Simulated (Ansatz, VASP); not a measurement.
# Ag in VASP and in Ansatz

Contents of INCAR:

```
PREC = Accurate
ENCUT = 400
EDIFF = 1E-6
ISMEAR = -1
SIGMA = 0.1
LREAL = F
LASPH = T
NELM = 200
ALGO = Normal
ISIF = 2
LWAVE = F
LCHARG = F
ISPIN = 2
MAGMOM = 1
LORBIT = 11
LMAXMIX = 4
GGA = PE
NBANDS = 16
GGA_COMPAT = F
```

File KPOINTS:

```
Automatic mesh
0
Gamma
  1 1 1
```

Contents of POSCAR:

```
Ag
1.0
    8.5000000000      0.0000000000      0.0000000000
    0.0000000000      8.8000000000      0.0000000000
    0.0000000000      0.0000000000      9.1000000000
Ag
1
Direct
    0.4939944800      0.5012839000      0.4985081100
```

Input for Ansatz:

```yaml
crystal:
  lattice:
    - [8.5, 0.0, 0.0]
    - [0.0, 8.8, 0.0]
    - [0.0, 0.0, 9.1]
  atoms:
    - { symbol: Ag, position: [0.49399448, 0.5012839, 0.49850811], spin: 1 }
kpoints:
  mp_grid: { grid: [1, 1, 1] }
hamiltonian:
  xc: pbe
  pseudopotentials: { kind: paw }
output:
  forces: true
magnetization:
  spin_polarized: true
scf:
  occupations: { method: fermi_dirac, width: 0.1 }
```

Alike in both runs: task single point; functional PBE; k mesh 1 × 1 × 1; occupations fermi-dirac, width 0.1 eV; collinear spin.

|  | VASP | Ansatz |
| --- | --- | --- |
| version | VASP 6.6.1 | Ansatz 0.2 development build |
| potentials or method | VASP PAW PBE potentials, release 64 (Ag) | PAW hard, scalar-relativistic |
| plane-wave cutoff (eV) | 400 | 480 |

|  | VASP | Ansatz | Ansatz less VASP |
| --- | --- | --- | --- |
| net moment per atom (μB) | 0.95 | 0.95 | +0.003 |
| size of the moment on the site where the two differ most (μB) | 0.32 | 0.94 | +0.618 |

Site moments also hang on the region over which each program counts them.
